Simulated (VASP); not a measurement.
Runs of VASP 6.6.1 on Si. The structure is that of space group P6/mmm (No. 191), or close to it. The cells are those of the table. This isn't the form of Si at room conditions, which is diamond.

```tsv
task	cell	k mesh	cutoff (eV)	gap on the mesh (eV)	pressure (GPa)
single point	a = 4.474, b = 4.474, c = 2.562 Å, angles 90.0, 90.0, 120.0°, 3 atoms	8 × 8 × 12	520	none	0.0
single point	a = 4.352, b = 4.352, c = 2.492 Å, angles 90.0, 90.0, 120.0°, 3 atoms	9 × 9 × 14	520	none	9.3
single point	a = 4.288, b = 4.288, c = 2.455 Å, angles 90.0, 90.0, 120.0°, 3 atoms	9 × 9 × 14	520	none	15.8
single point	a = 4.533, b = 4.533, c = 2.596 Å, angles 90.0, 90.0, 120.0°, 3 atoms	9 × 9 × 14	520	none	-3.5
single point	a = 4.474, b = 4.474, c = 2.562 Å, angles 90.0, 90.0, 120.0°, 3 atoms	11 × 11 × 16	520	none	0.0
single point	a = 4.647, b = 4.647, c = 2.661 Å, angles 90.0, 90.0, 120.0°, 3 atoms	9 × 9 × 14	520	none	(b)
single point	a = 4.474, b = 4.474, c = 2.562 Å, angles 90.0, 90.0, 120.0°, 3 atoms	9 × 9 × 14	520	none	(a)
single point	a = 4.414, b = 4.414, c = 2.528 Å, angles 90.0, 90.0, 120.0°, 3 atoms	9 × 9 × 14	520	none	4.1
relaxation of cell and atoms	relaxed from a = 4.394, b = 4.394, c = 2.694 Å, angles 90.0, 90.0, 120.0°, 3 atoms	8 × 8 × 12	600	none	0.0
single point	a = 4.591, b = 4.591, c = 2.629 Å, angles 90.0, 90.0, 120.0°, 3 atoms	9 × 9 × 14	520	none	-6.2
```

Alike in all rows: level PBE; potentials or basis VASP PAW PBE potentials, release 64 (Si); no spin polarisation; smearing fermi-dirac 0.1 eV.

Task: Fill in the values left out.

Result: (a) -0.1; (b) -8.3.

Caveats: the cell stands under pressure (at least some runs); the cell stands under tension (at least some runs).

A gap of «none» marks levels without a gap at the run's occupations.
